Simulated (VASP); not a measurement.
A run of VASP 6.6.1 is set up as follows.

File INCAR:

```
SYSTEM = Si2Sn
  PREC = Accurate
  ENCUT = 520
  EDIFF = 1E-6
  ISMEAR = 0
  SIGMA = 0.1
  LREAL = .FALSE.
  LASPH = .TRUE.
  NELM = 60
  ALGO = Normal
  ISIF = 2
  LWAVE = .FALSE.
  LCHARG = .FALSE.
  GGA = PE
  NBANDS = 31
```

The input KPOINTS:

```
Automatic mesh
0
G
  6 6 2
  0 0 0
```

The input POSCAR:

```
Si2Sn
1.0
    3.0485575300      0.0000000000      0.0000000000
   -1.5242787600      2.6401282600      0.0000000000
    0.0000000000      0.0000000000     14.5276783700
Si Sn
4 2
Direct
    0.3333333300      0.6666666700      0.0833333300
    0.3333333300      0.6666666700      0.4166666700
    0.6666666700      0.3333333300      0.9166666700
    0.6666666700      0.3333333300      0.5833333300
    0.3333333300      0.6666666700      0.7500000000
    0.6666666700      0.3333333300      0.2500000000
```

Potentials or basis: VASP PAW PBE potentials, release 64 (Si, Sn_d).

The run is started by

```console
$ cat potpaw_PBE.64/Si/POTCAR potpaw_PBE.64/Sn_d/POTCAR > POTCAR
$ mpirun -np 1 vasp_std > vasp.out
```

Question: What does it give for the band gap on the k mesh?

Answer: Zero (bands 22 and 23 overlap by 8.80 eV).

Question: What does it give for the largest force?

Answer: 1.135 eV/Å.

Forces in eV/Å, atoms in the order of the input:
```
Si   0.000  0.000 -1.135
Si   0.000  0.000  1.135
Si   0.000  0.000  1.135
Si   0.000  0.000 -1.135
Sn   0.000  0.000  0.000
Sn   0.000  0.000  0.000
```

Caveat: the k points lie up to 0.40 Å⁻¹ apart, too coarse for converged energies and pressures of a metal; spin-orbit coupling is left out, which moves the levels of the heavy elements; forces of over 1 eV/Å act on the atoms, so gaps and moduli don't describe the material at rest.
